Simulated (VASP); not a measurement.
# Au (Fm-3m) in VASP: single point with PBE

Aim: the single point of Au with PBE.

All numbers are computed with VASP 6.6.1; they aren't measurements. Logs are shortened: lines on timing, memory, paths and dates and some standing lists are left out, and cuts for length are marked.

## (1) The cell of the first run

It takes space group Fm-3m (No. 225, cubic). Conventional cell: a = 4.158 Å, b = 4.158 Å, c = 4.158 Å, α = 90.00°, β = 90.00°, γ = 90.00°. Within 3.9 Å of Au (site symmetry m-3m) lie 12 Au at 2.94 Å.

## (2) Single point, PBE

Input file INCAR:

```
ALGO = Normal
EDIFF = 1E-6
ENCUT = 500
GGA = PE
GGA_COMPAT = False
ISIF = 2
ISMEAR = 0
LASPH = True
LCHARG = True
LELF = True
LREAL = False
LVHAR = True
LWAVE = False
NBANDS = 12
NELM = 120
PREC = Accurate
SIGMA = 0.1
```

Input file KPOINTS:

```
k-points
0
Gamma
  34 34 34
```

Input file POSCAR:

```
Au
1.0
    0.0000000000      2.0788008964      2.0788008964
    2.0788008964      0.0000000000      2.0788008964
    2.0788008964      2.0788008964      0.0000000000
Au
1
Direct
    0.0000000000      0.0000000000      0.0000000000
```

Potentials or basis: VASP PAW PBE potentials, release 64 (Au).

Started as:

```sh
$ cat potpaw_PBE.64/Au/POTCAR > POTCAR
$ mpirun -np 1 vasp_std > vasp.out
```

OUTCAR:

```text
EDIFF = 1E-6
   ENCUT = 500
   GGA = PE
   ISIF = 2
   ISMEAR = 0
   LASPH = True
   LREAL = False
   NELM = 120
   PREC = Accurate

 ion  position               nearest neighbor table
   1  0.000  0.000  0.000-

  LATTYP: Found a face centered cubic cell.
 ALAT       =     4.1576017928

  Lattice vectors:

 A1 = (   0.0000000000,   2.0788008964,   2.0788008964)
 A2 = (   2.0788008964,   0.0000000000,   2.0788008964)
 A3 = (   2.0788008964,   2.0788008964,   0.0000000000)

Analysis of symmetry for initial positions (statically):
=====================================================================
 Subroutine PRICEL returns:
 Original cell was already a primitive cell.

 Routine SETGRP: Setting up the symmetry group for a
 face centered cubic supercell.

 Subroutine GETGRP returns: Found 48 space group operations
 (whereof 48 operations were pure point group operations)
 out of a pool of 48 trial point group operations.

The static configuration has the point symmetry O_h .

Analysis of symmetry for dynamics (positions and initial velocities):
=====================================================================
 Subroutine PRICEL returns:
 Original cell was already a primitive cell.

 Routine SETGRP: Setting up the symmetry group for a
 face centered cubic supercell.

 Subroutine GETGRP returns: Found 48 space group operations
 (whereof 48 operations were pure point group operations)
 out of a pool of 48 trial point group operations.

The dynamic configuration has the point symmetry O_h .

 Subroutine INISYM returns: Found 48 space group operations
 (whereof 48 operations are pure point group operations),
 and found     1 'primitive' translations

----------------------------------------------------------------------------------------

                                     Primitive cell

  volume of cell :      17.9667

  direct lattice vectors                    reciprocal lattice vectors
     0.000000000  2.078800896  2.078800896    -0.240523275  0.240523275  0.240523275
     2.078800896  0.000000000  2.078800896     0.240523275 -0.240523275  0.240523275
     2.078800896  2.078800896  0.000000000     0.240523275  0.240523275 -0.240523275

  length of vectors
     2.939868421  2.939868421  2.939868421     0.416598533  0.416598533  0.416598533

  position of ions in fractional coordinates (direct lattice)
     0.000000000  0.000000000  0.000000000

  ion indices of the primitive-cell ions
[... 81 lines left out ...]
   ISYM   =      2    0-nonsym 1-usesym 2-fastsym
   POTIM  = 0.5000    time-step for ionic-motion
   TEBEG  =    0.0;   TEEND  =   0.0 temperature during run
   PSTRESS=    0.0 pullay stress
   NELECT =      11.0000    total number of electrons
   NUPDOWN=      -1.0000    fix difference up-down
   EMIN   =  10.00;   EMAX   =-10.00  energy-range for DOS
   EFERMI =   0.00;   METHOD = LEGACY
   ISMEAR =     0;   SIGMA  =   0.10  broadening in eV -4-tet -1-fermi 0-gaus
   EFERMI_NEDOS =   21; number of points for ismear=-14 and -15
   IALGO  =     38    algorithm
   IMIX   =      4    mixing-type and parameters
     AMIX     =   0.40;   BMIX     =  1.00
     AMIX_MAG =   1.60;   BMIX_MAG =  1.00
  volume/ion in A,a.u.               =      17.97       121.25
  Fermi-wavevector in a.u.,A,eV,Ry     =   1.390111  2.626929 26.292017  1.932409
  Thomas-Fermi vector in A             =   2.514077
   LORBIT       =      0    0 simple, 1 ext, 2 COOP (PROOUT), +10 PAW based schemes
   GGA     = PE    functional components
   LHFCALC =     F    Hartree Fock is set to
   AEXX    =    0.0000 exact exchange contribution
   IVDW    =     0    specifies the selected vdW correction
   LEPSILON=     F    determine dielectric tensor
   LRPA    =     F    only Hartree local field effects (RPA)
 non-spin polarized calculation
 Gauss-broadening in eV      SIGMA  =   0.10
  energy-cutoff  :      500.00
  volume of cell :       17.97
 maximum number of plane-waves:       471
 NGX is ok and might be reduce to    24
   NGX = 11   NGY = 11   NGZ = 11

 number of electron      11.0000002 magnetization

 Free energy of the ion-electron system (eV)
  ---------------------------------------------------
  ext. energy  EPLUGINS =         0.00000000
  ---------------------------------------------------
  free energy    TOTEN  =        -3.22143711 eV

  energy without entropy =       -3.22008419  energy(sigma->0) =       -3.22076065

 E-fermi :   8.6492     XC(G=0): -12.4022

 val. band max:        8.6471356431   @ k =  -0.4412   0.0882   0.0000
 cond. band min:       8.6594044737   @ k =   0.5000   0.2647   0.0882
 fundamental gap:      0.0122688306
 Fermi energy:         8.6492490599

 k-point     1 :       0.0000    0.0000    0.0000
  band No.  band energies     occupation
      1      -0.6918      2.00000
      2       4.1986      2.00000
      3       4.1986      2.00000
      4       4.1986      2.00000
      5       5.5775      2.00000
      6       5.5775      2.00000
      7      23.1989      0.00000
      8      26.8937      0.00000
      9      26.8937      0.00000
     10      26.8937      0.00000
     11      31.6339      0.00000
     12      35.7162      0.00000
[... 331 lines left out ...]
 k-point    24 :       0.1765    0.0294    0.0000
  band No.  band energies     occupation
      1       0.2064      2.00000
      2       3.9820      2.00000
      3       4.4354      2.00000
      4       4.4420      2.00000
      5       5.4509      2.00000
      6       5.6129      2.00000
      7      22.5343      0.00000
      8      24.2244      0.00000
      9      27.2413      0.00000
     10      28.0853      0.00000
     11      30.3357      0.00000
     12      32.4321      0.00000

 [... further k-points ...]

------------------------ aborting loop because EDIFF is reached ----------------------------------------

  FORCE on cell =-STRESS in cart. coord.  units (eV):
  Direction    XX          YY          ZZ          XY          YZ          ZX
  --------------------------------------------------------------------------------------
  -------------------------------------------------------------------------------------
  Total       -0.0263976     -0.0263976     -0.0263976      0.0000000      0.0000000     -0.0000000
  in kB       -2.3539963     -2.3539963     -2.3539963      0.0000000      0.0000000     -0.0000000
  external PRESSURE =      -2.3539963 kB  Pullay stress =       0.0000000 kB

 VOLUME and BASIS-vectors are now :
 -----------------------------------------------------------------------------
  energy-cutoff  :      500.00
  volume of cell :       17.97
      direct lattice vectors                 reciprocal lattice vectors
     0.000000000  2.078800896  2.078800896    -0.240523275  0.240523275  0.240523275
     2.078800896  0.000000000  2.078800896     0.240523275 -0.240523275  0.240523275
     2.078800896  2.078800896  0.000000000     0.240523275  0.240523275 -0.240523275

 POSITION                                       TOTAL-FORCE (eV/Angst)
 -----------------------------------------------------------------------------------
      0.00000      0.00000      0.00000         0.000000      0.000000      0.000000
 -----------------------------------------------------------------------------------
    total drift:                               -0.000000      0.000000     -0.000000

  FREE ENERGIE OF THE ION-ELECTRON SYSTEM (eV)
  ---------------------------------------------------
  free  energy   TOTEN  =        -3.2214371087 eV

  energy  without entropy=       -3.2200841857  energy(sigma->0) =       -3.22076065
```

Run time: 1.9 min. Hardware: 1 thread of Intel Xeon Platinum 8375C at 2.90GHz (Ice Lake), shared host; peak memory 0.32 GiB.

What came out:

| Item | Value |
| --- | --- |
| Free energy | -3.2214 eV |
| Pressure | -0.2 GPa |

Levels at points of the mesh, in eV from the Fermi level:
| k point | band 3 | band 4 | band 5 | band 6 | band 7 | band 8 | band 9 | band 10 |
| --- | --- | --- | --- | --- | --- | --- | --- | --- |
| (0.00, 0.00, 0.00) | -4.45 | -4.45 | -3.07 | -3.07 | 14.55 | 18.24 | 18.24 | 18.24 |
| (0.50, 0.00, 0.00) | -4.48 | -1.98 | -1.98 | -0.75 | 2.76 | 13.99 | 16.70 | 16.70 |
| (0.50, 0.50, 0.00) | -2.02 | -1.69 | -1.69 | 1.14 | 5.32 | 9.83 | 9.83 | 16.61 |

Caveat: spin-orbit coupling is left out, which moves the levels of the heavy elements.
